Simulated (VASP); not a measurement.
Crystal: Cu2Rh.

```
CELL_PARAMETERS angstrom
-1.83343 1.83343 3.00702
1.83343 -1.83343 3.00702
1.83343 1.83343 -3.00702
ATOMIC_POSITIONS crystal
Cu 0.59300 0.59300 0.00000
Cu 0.40700 0.40700 0.00000
Rh 0.00000 0.00000 0.00000
```

Base run:

| Item | Value |
| --- | --- |
| Program | VASP 6.6.1 |
| Functional | PBE |
| Potentials or basis | VASP PAW PBE potentials, release 64 (Cu_sv_GW, Rh_sv_GW) |
| Cutoff | 700 eV |
| k mesh | 8 × 8 × 8 |
| Occupations | gaussian, width 0.1 eV |
| Spin | no spin polarisation |

Its results: pressure 391.5 GPa; largest force 267.222 eV/Å.

Question: The run is repeated on the same cell with these changes: potentials or basis from VASP PAW PBE potentials, release 64 (Cu_sv_GW, Rh_sv_GW) to VASP PAW PBE potentials, release 64 (Cu, Rh_pv); cutoff from 700 eV to 520 eV; further incar settings from ALGO = Normal; EDIFF = 1e-06; NBANDS = 34 to ALGO = Normal; EDIFF = 1e-07; NBANDS = 26; valence electrons from 55 to 37. What comes out?

Answer: Pressure 59.1 GPa; largest force 38.727 eV/Å.

Caveats: forces of over 1 eV/Å act on the atoms, so gaps and moduli don't describe the material at rest.
